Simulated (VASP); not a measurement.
# WS2 (P6_3/mmc) in VASP: a series of runs

WS2 is run at these levels: LDA; tasks: single point.

Program: VASP 6.6.1. These are calculated values, not measurements. Logs are shortened: lines on timing, memory, paths and dates and some standing lists are left out, and cuts for length are marked.

### 1 The cell of the first run

Symmetry: P6_3/mmc, No. 194, hexagonal system. The conventional cell has a = 3.127 Å, b = 3.127 Å, c = 12.156 Å, α = 90.00°, β = 90.00°, γ = 120.00°. Within 3.2 Å of W (site symmetry -6m2) lie 6 S at 2.39 Å and 6 W at 3.13 Å. S (site symmetry 3m) has 3 W at 2.39 Å and 7 S at 3.12 to 3.13 Å within 3.2 Å.

### 2 Single point, LDA

The input, INCAR:

```
SYSTEM = WS2
  PREC = Accurate
  ENCUT = 520
  EDIFF = 1E-7
  ISMEAR = 0
  SIGMA = 0.05
  LREAL = .False.
  LASPH = .True.
  NELM = 80
  ALGO = Normal
  ISIF = 2
  LWAVE = .False.
  LCHARG = .False.
  GGA = CA
  NBANDS = 35
```

The input, KPOINTS:

```
regular mesh
0
Gamma
  12 12 2
  0 0 0
```

The input, POSCAR:

```
WS2
1.0
    3.1268885866      0.0000000000      0.0000000000
   -1.5634442933      2.7079649508      0.0000000000
    0.0000000000      0.0000000000     12.1559717714
W S
2 4
Direct
    0.3333333333      0.6666666667      0.2500000000
    0.6666666667      0.3333333333      0.7500000000
    0.3333333333      0.6666666667      0.6215153248
    0.6666666667      0.3333333333      0.1215153248
    0.3333333333      0.6666666667      0.8784846752
    0.6666666667      0.3333333333      0.3784846752
```

Potentials or basis: VASP PAW LDA potentials, release 64 (W_sv, S).

The run is started by

```console
$ cat potpaw_LDA.64/W_sv/POTCAR potpaw_LDA.64/S/POTCAR > POTCAR
$ mpirun -np 1 vasp_std > vasp.out
```

OUTCAR:

```text
SYSTEM = WS2
   PREC = Accurate
   ENCUT = 520
   EDIFF = 1E-7
   ISMEAR = 0
   LREAL = .False.
   LASPH = .True.
   NELM = 80
   ISIF = 2
   GGA = CA

 ion  position               nearest neighbor table
   1  0.333  0.667  0.250-   4 2.39   6 2.39   4 2.39   6 2.39   4 2.39   6 2.39
   2  0.667  0.333  0.750-   3 2.39   5 2.39   3 2.39   5 2.39   3 2.39   5 2.39
   3  0.333  0.667  0.622-   2 2.39   2 2.39   2 2.39
   4  0.667  0.333  0.122-   1 2.39   1 2.39   1 2.39
   5  0.333  0.667  0.878-   2 2.39   2 2.39   2 2.39
   6  0.667  0.333  0.378-   1 2.39   1 2.39   1 2.39

  LATTYP: Found a hexagonal cell.
 ALAT       =     3.1268885866
 C/A-ratio  =     3.8875615279

  Lattice vectors:

 A1 = (   3.1268885866,   0.0000000000,   0.0000000000)
 A2 = (  -1.5634442933,   2.7079649508,   0.0000000000)
 A3 = (   0.0000000000,   0.0000000000,  12.1559717714)

Analysis of symmetry for initial positions (statically):
=====================================================================
 Subroutine PRICEL returns:
 Original cell was already a primitive cell.

 Routine SETGRP: Setting up the symmetry group for a
 hexagonal supercell.

 Subroutine GETGRP returns: Found 24 space group operations
 (whereof 12 operations were pure point group operations)
 out of a pool of 24 trial point group operations.

The static configuration has the point symmetry D_3d.
 The point group associated with its full space group is D_6h.

Analysis of symmetry for dynamics (positions and initial velocities):
=====================================================================
 Subroutine PRICEL returns:
 Original cell was already a primitive cell.

 Routine SETGRP: Setting up the symmetry group for a
 hexagonal supercell.

 Subroutine GETGRP returns: Found 24 space group operations
 (whereof 12 operations were pure point group operations)
 out of a pool of 24 trial point group operations.

The dynamic configuration has the point symmetry D_3d.
 The point group associated with its full space group is D_6h.

 Subroutine INISYM returns: Found 24 space group operations
 (whereof 12 operations are pure point group operations),
 and found     1 'primitive' translations

----------------------------------------------------------------------------------------

                                     Primitive cell

  volume of cell :     102.9307

  direct lattice vectors                    reciprocal lattice vectors
     3.126888587  0.000000000  0.000000000     0.319806726  0.184640499  0.000000000
    -1.563444293  2.707964951  0.000000000     0.000000000  0.369280998  0.000000000
     0.000000000  0.000000000 12.155971771     0.000000000  0.000000000  0.082264094

  length of vectors
     3.126888587  3.126888587 12.155971771     0.369280998  0.369280998  0.082264094

  position of ions in fractional coordinates (direct lattice)
     0.333333333  0.666666667  0.250000000
     0.666666667  0.333333333  0.750000000
     0.333333333  0.666666667  0.621515325
     0.666666667  0.333333333  0.121515325
     0.333333333  0.666666667  0.878484675
     0.666666667  0.333333333  0.378484675

  ion indices of the primitive-cell ions
   primitive index   ion index
                 1           1
                 2           2
                 3           3
                 4           4
                 5           5
                 6           6

----------------------------------------------------------------------------------------

 KPOINTS: regular mesh

Automatic generation of k-mesh.
 Grid dimensions read from file:
 generate k-points for:   12   12    2

 Generating k-lattice:

  Cartesian coordinates                     Fractional coordinates (reciprocal lattice)
     0.026650560  0.015386708  0.000000000     0.083333333 -0.000000000  0.000000000
     0.000000000  0.030773417  0.000000000     0.000000000  0.083333333  0.000000000
     0.000000000  0.000000000  0.041132047     0.000000000  0.000000000  0.500000000

  Length of vectors
     0.030773417  0.030773417  0.041132047

  Shift w.r.t. Gamma in fractional coordinates (k-lattice)
     0.000000000  0.000000000  0.000000000

 Subroutine IBZKPT returns following result:
 ===========================================

 Found     38 irreducible k-points:

 Following reciprocal coordinates:
            Coordinates               Weight
  0.000000  0.000000  0.000000      1.000000
  0.083333  0.000000  0.000000      6.000000
  0.166667  0.000000  0.000000      6.000000
  0.250000  0.000000  0.000000      6.000000
  0.333333 -0.000000  0.000000      6.000000
  0.416667  0.000000  0.000000      6.000000
[... 16 lines left out ...]
  0.250000  0.000000  0.500000      6.000000
  0.333333 -0.000000  0.500000      6.000000
 [... further k-points ...]
   k-points           NKPTS =     38   k-points in BZ     NKDIM =     38   number of bands    NBANDS=     35
   number of dos      NEDOS =    301   number of ions     NIONS =      6
   total plane-waves  NPLWV =  51840
   dimension x,y,z NGX =    24 NGY =   24 NGZ =   90
   dimension x,y,z NGXF=    48 NGYF=   48 NGZF=  180
   ions per type =               2   4
   NGX,Y,Z   is equivalent  to a cutoff of  12.76, 12.76, 12.31 a.u.
   NGXF,Y,Z  is equivalent  to a cutoff of  25.52, 25.52, 24.62 a.u.
 SYSTEM =  WS2
   PREC   = accura    normal or accurate (medium, high low for compatibility)
   ISTART =      0    job   : 0-new  1-cont  2-samecut
   ICHARG =      2    charge: 1-file 2-atom 10-const
   ISPIN  =      1    spin polarized calculation?
   LNONCOLLINEAR =      F non collinear calculations
   LSORBIT =      F    spin-orbit coupling
   LASPH  =      T    aspherical Exc in radial PAW
   ENCUT  =  520.0 eV  38.22 Ry    6.18 a.u.   5.81  5.81 22.60*2*pi/ulx,y,z
   NELM   =     80;   NELMIN=  2; NELMDL= -5     # of ELM steps
   EDIFF  = 0.1E-06   stopping-criterion for ELM
   LREAL  =      F    real-space projection
   EDIFFG = 0.1E-05   stopping-criterion for IOM
   NSW    =      0    number of steps for IOM
   IBRION =     -1    ionic relax: 0-MD 1-quasi-New 2-CG
   NFREE  =      0    steps in history (QN), initial steepest desc. (CG)
   ISIF   =      2    stress and relaxation
   ISYM   =      2    0-nonsym 1-usesym 2-fastsym
   POTIM  = 0.5000    time-step for ionic-motion
   TEBEG  =    0.0;   TEEND  =   0.0 temperature during run
   PSTRESS=    0.0 pullay stress
   NELECT =      52.0000    total number of electrons
   NUPDOWN=      -1.0000    fix difference up-down
   EMIN   =  10.00;   EMAX   =-10.00  energy-range for DOS
   EFERMI =   0.00;   METHOD = LEGACY
   ISMEAR =     0;   SIGMA  =   0.05  broadening in eV -4-tet -1-fermi 0-gaus
   EFERMI_NEDOS =   21; number of points for ismear=-14 and -15
   IALGO  =     38    algorithm
   IMIX   =      4    mixing-type and parameters
     AMIX     =   0.40;   BMIX     =  1.00
     AMIX_MAG =   1.60;   BMIX_MAG =  1.00
  volume/ion in A,a.u.               =      17.16       115.77
  Fermi-wavevector in a.u.,A,eV,Ry     =   1.303850  2.463919 23.130235  1.700024
  Thomas-Fermi vector in A             =   2.434825
   LORBIT       =      0    0 simple, 1 ext, 2 COOP (PROOUT), +10 PAW based schemes
   GGA     = CA    functional components
   LHFCALC =     F    Hartree Fock is set to
   AEXX    =    0.0000 exact exchange contribution
   IVDW    =     0    specifies the selected vdW correction
   LEPSILON=     F    determine dielectric tensor
   LRPA    =     F    only Hartree local field effects (RPA)
 non-spin polarized calculation
 Gauss-broadening in eV      SIGMA  =   0.05
  energy-cutoff  :      520.00
  volume of cell :      102.93
 maximum number of plane-waves:      2792
 NGX is ok and might be reduce to    24
   NGX = 11   NGY = 11   NGZ = 45

 number of electron      51.9999994 magnetization

 Free energy of the ion-electron system (eV)
  ---------------------------------------------------
  ext. energy  EPLUGINS =         0.00000000
  ---------------------------------------------------
  free energy    TOTEN  =       -52.52571947 eV

  energy without entropy =      -52.52571947  energy(sigma->0) =      -52.52571947

 E-fermi :   8.1022     XC(G=0): -11.4211

 val. band max:        7.7805910706   @ k =   0.0000   0.0000   0.0000
 cond. band min:       8.6317780625   @ k =   0.1667   0.1667   0.0000
 fundamental gap:      0.8511869919
 Fermi energy:         8.1022486615

 k-point     1 :       0.0000    0.0000    0.0000
  band No.  band energies     occupation
      1     -66.3720      2.00000
      2     -66.3720      2.00000
      3     -30.9343      2.00000
      4     -30.9343      2.00000
      5     -30.7140      2.00000
      6     -30.7140      2.00000
[... 27 lines left out ...]
     34      10.3965      0.00000
     35      12.6173      0.00000

 k-point     2 :       0.0833    0.0000    0.0000
  band No.  band energies     occupation
      1     -66.3705      2.00000
      2     -66.3705      2.00000
      3     -30.9292      2.00000
      4     -30.9291      2.00000
      5     -30.7425      2.00000
      6     -30.7425      2.00000
[... 27 lines left out ...]
     34      10.3595      0.00000
     35      13.1801      0.00000

 k-point     3 :       0.1667    0.0000    0.0000
  band No.  band energies     occupation
      1     -66.3664      2.00000
      2     -66.3663      2.00000
      3     -30.9150      2.00000
      4     -30.9149      2.00000
      5     -30.8196      2.00000
      6     -30.8196      2.00000
[... 27 lines left out ...]
     34      10.9236      0.00000
     35      14.2899      0.00000
[... 723 lines left out ...]
 k-point    23 :       0.2500    0.0000    0.5000
  band No.  band energies     occupation
      1     -66.3607      2.00000
      2     -66.3607      2.00000
      3     -30.9234      2.00000
      4     -30.9234      2.00000
      5     -30.8955      2.00000
      6     -30.8955      2.00000
[... 27 lines left out ...]
     34      11.3805      0.00000
     35      14.4261      0.00000

 k-point    24 :       0.3333   -0.0000    0.5000
  band No.  band energies     occupation
      1     -66.3551      2.00000
      2     -66.3551      2.00000
      3     -31.0254      2.00000
      4     -31.0254      2.00000
      5     -30.8760      2.00000
      6     -30.8760      2.00000
[... 27 lines left out ...]
     34      11.7402      0.00000
     35      13.6345      0.00000

 [... further k-points ...]

------------------------ aborting loop because EDIFF is reached ----------------------------------------

  FORCE on cell =-STRESS in cart. coord.  units (eV):
  Direction    XX          YY          ZZ          XY          YZ          ZX
  --------------------------------------------------------------------------------------
  -------------------------------------------------------------------------------------
  Total        0.2651107      0.2651107      0.2904345      0.0000000      0.0000000      0.0000000
  in kB        4.1266027      4.1266027      4.5207831      0.0000000      0.0000000      0.0000000
  external PRESSURE =       4.2579962 kB  Pullay stress =       0.0000000 kB

 VOLUME and BASIS-vectors are now :
 -----------------------------------------------------------------------------
  energy-cutoff  :      520.00
  volume of cell :      102.93
      direct lattice vectors                 reciprocal lattice vectors
     3.126888587  0.000000000  0.000000000     0.319806726  0.184640499  0.000000000
    -1.563444293  2.707964951  0.000000000     0.000000000  0.369280998  0.000000000
     0.000000000  0.000000000 12.155971771     0.000000000  0.000000000  0.082264094

 POSITION                                       TOTAL-FORCE (eV/Angst)
 -----------------------------------------------------------------------------------
     -0.00000      1.80531      3.03899         0.000000      0.000000      0.000000
      1.56344      0.90265      9.11698        -0.000000     -0.000000      0.000000
     -0.00000      1.80531      7.55512        -0.000000      0.000000     -0.050554
      1.56344      0.90265      1.47714         0.000000      0.000000     -0.050554
     -0.00000      1.80531     10.67883        -0.000000      0.000000      0.050554
      1.56344      0.90265      4.60085         0.000000     -0.000000      0.050554
 -----------------------------------------------------------------------------------
    total drift:                               -0.000000      0.000000     -0.000000

  FREE ENERGIE OF THE ION-ELECTRON SYSTEM (eV)
  ---------------------------------------------------
  free  energy   TOTEN  =       -52.5257194655 eV

  energy  without entropy=      -52.5257194655  energy(sigma->0) =      -52.52571947
```

Wall time 4.1 min (1 thread of AMD EPYC 7R13, shared host); peak memory 0.22 GiB.

What came out:

| Property | Result |
| --- | --- |
| Free energy | -52.5257 eV |
| Pressure | 0.4 GPa |
| Largest force | 0.051 eV/Å |
| Band gap on the k mesh | 0.85 eV, indirect (least direct gap 1.89 eV) |

Forces on the atoms (eV/Å):
```
W    0.000  0.000  0.000
W    0.000  0.000  0.000
S    0.000  0.000 -0.051
S    0.000  0.000 -0.051
S    0.000  0.000  0.051
S    0.000  0.000  0.051
```

Caveat: spin-orbit coupling is left out, which moves the levels of the heavy elements.

### 3 Single point, LDA

The input, INCAR:

```
SYSTEM = WS2
PREC = Accurate
ENCUT = 520
EDIFF = 1E-7
ISMEAR = 0
SIGMA = 0.02
LREAL = .False.
LASPH = .True.
NELM = 100
ALGO = Normal
ISIF = 2
LWAVE = .False.
LCHARG = .True.
GGA = CA
LELF = .True.
LVHAR = .True.
NBANDS = 35
```

The input, KPOINTS:

```
regular mesh
0
Gamma
  12 12 4
  0 0 0
```

POSCAR is that of step 2.

Potentials or basis: VASP PAW LDA potentials, release 64 (W_sv, S).

The run is started by

```console
$ cat potpaw_LDA.64/W_sv/POTCAR potpaw_LDA.64/S/POTCAR > POTCAR
$ mpirun -np 1 vasp_std > vasp.out
```

It took 6.5 min on 1 thread of AMD EPYC 7R13, shared host; peak memory 0.26 GiB.

Results (log left out):

```
Free energy            : -52.5260 eV
Pressure               : 0.4 GPa
Largest force          : 0.051 eV/Å
Band gap on the k mesh : 0.85 eV, indirect (least direct gap 1.89 eV)
```

Forces on the atoms (eV/Å):
```
W    0.000  0.000  0.000
W    0.000  0.000  0.000
S    0.000  0.000 -0.051
S    0.000  0.000 -0.051
S    0.000  0.000  0.051
S    0.000  0.000  0.051
```

Levels at points of the mesh, in eV from the valence-band top:
```csv
k point,band 24,band 25,band 26,band 27,band 28,band 29
"(0.00, 0.00, 0.00)",-1.45,-1.40,0.00,2.32,2.32,2.33
"(0.50, 0.00, 0.00)",-1.78,-1.74,-1.59,2.33,2.38,2.55
"(0.00, 0.00, 0.50)",-2.27,-0.33,-0.33,2.31,2.31,2.31
"(0.50, 0.00, 0.50)",-1.86,-1.67,-1.67,2.35,2.35,2.78
```

Caveat: spin-orbit coupling is left out, which moves the levels of the heavy elements. A k mesh can miss the band edges.
